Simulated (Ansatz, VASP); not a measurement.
NaI in VASP and in Ansatz

The input INCAR:

```
SYSTEM = NaI
ALGO = Normal
EDIFF = 1E-7
ENCUT = 520
GGA = PS
ISIF = 2
ISMEAR = 0
LASPH = .TRUE.
LCHARG = .FALSE.
LREAL = .FALSE.
LWAVE = .FALSE.
NBANDS = 14
NELM = 80
PREC = Accurate
SIGMA = 0.05
```

File KPOINTS:

```
k-points
0
G
  6 6 6
  0 0 0
```

File POSCAR:

```
NaI
1.0
    0.0000000000      3.1878540000      3.1878540000
    3.1878540000      0.0000000000      3.1878540000
    3.1878540000      3.1878540000      0.0000000000
Na I
1 1
Direct
    0.0000000000      0.0000000000      0.0000000000
    0.5000000000      0.5000000000      0.5000000000
```

Input for Ansatz:

```yaml
crystal:
  lattice:
    - [0.0, 3.187854, 3.187854]
    - [3.187854, 0.0, 3.187854]
    - [3.187854, 3.187854, 0.0]
  atoms:
    - { symbol: Na, position: [0.0, 0.0, 0.0] }
    - { symbol: I, position: [0.5, 0.5, 0.5] }
basis:
  ecutwfc: 420
kpoints:
  mp_grid: { grid: [6, 6, 6] }
hamiltonian:
  xc: pbesol
scf:
  occupations: { method: gaussian, width: 0.05 }
output:
  forces: true
  stress: true
  eigenvalues: true
```

Change from the starting cell: strain -0.015 along x and y, -0.015 along z, atoms carried along.

Alike in both runs: task single point; functional PBEsol; k mesh 6 × 6 × 6; occupations gaussian, width 0.05 eV; no spin polarisation.

```csv
,VASP,Ansatz
version,VASP 6.6.1,Ansatz 0.2.0
potentials or method,"VASP PAW PBE potentials, release 64 (Na_pv, I), cutoff 520 eV","scalar-relativistic, plane waves, PAW"
valence electrons in the cell,14,26
```

|  | VASP | Ansatz | Ansatz less VASP |
| --- | --- | --- | --- |
| gap on the k mesh at the Fermi level (eV) | 3.62 | 3.63 | +0.005 |
| least direct gap on the mesh (eV) | 3.62 | 3.63 | +0.005 |
| pressure (GPa) | 0.3 | 0.2 | -0.04 |

VASP's potentials were made for PBE, not for PBEsol. With one functional, cell and mesh, what is left measures potentials, basis and numerics. VASP's potentials hold 14 valence electrons a cell and Ansatz's 26, so a difference there can come from the potentials and not from the codes.

Spin-orbit coupling is off throughout.
